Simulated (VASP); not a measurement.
Here is a VASP 6.6.1 calculation.

The input INCAR:

```
SYSTEM = TiTe2
PREC = Accurate
ENCUT = 600
EDIFF = 1E-7
ISMEAR = 0
SIGMA = 0.1
LREAL = .FALSE.
LASPH = .TRUE.
NELM = 60
ALGO = Fast
ISIF = 4
LWAVE = .FALSE.
LCHARG = .FALSE.
GGA = PE
IVDW = 13
IBRION = 2
NSW = 50
EDIFFG = -0.01
```

File KPOINTS:

```
regular mesh
0
G
  15 15 8
  0 0 0
```

Contents of POSCAR:

```
TiTe2
1.0
    3.6815397361      0.0000000000      0.0000000000
   -1.8407698681      3.1883069365      0.0000000000
    0.0000000000      0.0000000000      6.3788280346
Ti Te
1 2
Direct
    0.0000000000      0.0000000000      0.0000000000
    0.6666666667      0.3333333333      0.2678266110
    0.3333333333      0.6666666667      0.7321733890
```

Potentials or basis: VASP PAW PBE potentials, release 64 (Ti_sv, Te).

Launch:

```sh
$ cat potpaw_PBE.64/Ti_sv/POTCAR potpaw_PBE.64/Te/POTCAR > POTCAR
$ mpirun -np 1 vasp_std > vasp.out
```

(1) What does it give for the band gap on the k mesh?

(2) What does it give for the dispersion energy per atom?

## Answers

(1) zero (bands 12 and 13 overlap by 0.82 eV).

(2) -0.446 eV.

Caveat: spin-orbit coupling is left out, which moves the levels of the heavy elements.
